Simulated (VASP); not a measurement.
Write the native input for VASP 6.6.1 that does the following.

- Task: single point
- Functional: PBEsol
- Potentials or basis: VASP PAW PBE potentials, release 64 (Ta_pv, N)
- Cutoff: 520 eV
- k mesh: 10 × 10 × 6
- Occupations: fermi-dirac, width 0.05 eV
- Spin: no spin polarisation
- Dipole correction: no
- Further INCAR settings: ALGO = Normal; EDIFF = 1e-07; NBANDS = 20

The structure of Ta2N lies in POSCAR:

```
Ta2N
1.0
    3.2373759662      0.0000000000      0.0000000000
   -1.6186879831      2.8036498283      0.0000000000
    0.0000000000      0.0000000000      4.8698410000
Ta N
2 1
Direct
    0.3333333333      0.6666666667      0.2547110000
    0.6666666667      0.3333333333      0.7452890000
    0.0000000000      0.0000000000      0.0000000000
```

These files were run (other wordings do the same):

INCAR

```
PREC     = Accurate       # precision mode
ENCUT    = 520            # plane-wave cutoff, eV
EDIFF    = 1E-7           # SCF threshold, eV
ISMEAR   = -1             # smearing method
SIGMA    = 0.05           # smearing width, eV
LREAL    = F              # projectors in reciprocal space
LASPH    = T              # aspherical terms in the spheres
NELM     = 100            # most SCF steps
ALGO     = Normal         # electronic algorithm
ISIF     = 2              # what is computed and relaxed
LWAVE    = F              # write WAVECAR
LCHARG   = T              # write CHGCAR
GGA      = PS             # functional
LELF     = T              # ELF
LVHAR    = T            
NBANDS   = 20             # bands
```

KPOINTS

```
regular mesh
0
Gamma
  10 10 6
```

Potentials or basis: VASP PAW PBE potentials, release 64 (Ta_pv, N).

Command:

```sh
$ cat potpaw_PBE.64/Ta_pv/POTCAR potpaw_PBE.64/N/POTCAR > POTCAR
$ mpirun -np 1 vasp_std > vasp.out
```

It gave:

The pressure is -25.7 GPa and the largest force is 0.909 eV/Å.

Caveat: the PAW data sets were made with another functional, which shifts forces and pressure a little.

It took 66 s on 1 thread of Intel Xeon 8259CL, with other jobs on the host, peak memory 0.2 GiB.
